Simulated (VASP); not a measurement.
Crystal: Ni.

```
CELL_PARAMETERS angstrom
0.00000 1.76726 1.76726
1.76726 0.00000 1.76726
1.76726 1.76726 0.00000
ATOMIC_POSITIONS crystal
Ni 0.00000 0.00000 0.00000
```

Program: VASP 6.6.1. Alike in all runs: task single point; level LDA; potentials or basis VASP PAW LDA potentials, release 64 (Ni); spin collinear, ferromagnetic start; cell as given; k mesh 15 × 15 × 15; cutoff (eV) 520; smearing fermi-dirac 0.1 eV.

**Question.** Order these runs on this cell by their pressure, lowest first.
A. 
B. fixed moment (μB) 0.94
C. fixed moment (μB) 1.17
D. fixed moment (μB) 1.88
E. fixed moment (μB) 1.64

**Answer.** A (-18.8 GPa), B (-16.1 GPa), C (-13.1 GPa), E (-4.1 GPa), D (2.5 GPa).

Caveats: the cell stands under tension (at least some runs); the total moment is fixed, so each spin has its own Fermi level (at least some runs).
